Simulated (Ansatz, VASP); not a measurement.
# Ba in VASP and in Ansatz

```
CELL_PARAMETERS angstrom
4.56261 0.00000 0.00000
-2.28131 3.95134 0.00000
0.00000 0.00000 14.89245
ATOMIC_POSITIONS crystal
Ba 0.00000 0.00000 0.00000
Ba 0.00000 0.00000 0.50000
Ba 0.33333 0.66667 0.25000
Ba 0.66667 0.33333 0.75000
```

Alike in both runs: functional BLYP; k mesh 8 × 8 × 3; occupations fermi-dirac, width 0.1 eV; no spin polarisation.

Ansatz relaxed the structure, and its values are those at the end. VASP's run is a single point on that final structure, the one shown.

|  | VASP | Ansatz |
| --- | --- | --- |
| version | VASP 6.6.1 | Ansatz 0.2.0 |
| potentials or method | VASP PAW PBE potentials, release 64 (Ba_sv), cutoff 520 eV | plane waves (420 eV) with PAW, scalar-relativistic |
| valence electrons in the cell | 40 | 40 |

|  | VASP | Ansatz | Ansatz less VASP |
| --- | --- | --- | --- |
| pressure (GPa) | 0.1 | 0.0 | -0.04 |

VASP's potentials were made for PBE, not for BLYP. The functional is the same, so the differences come from potentials, cutoffs and numerics.

Neither program's run includes spin-orbit coupling.
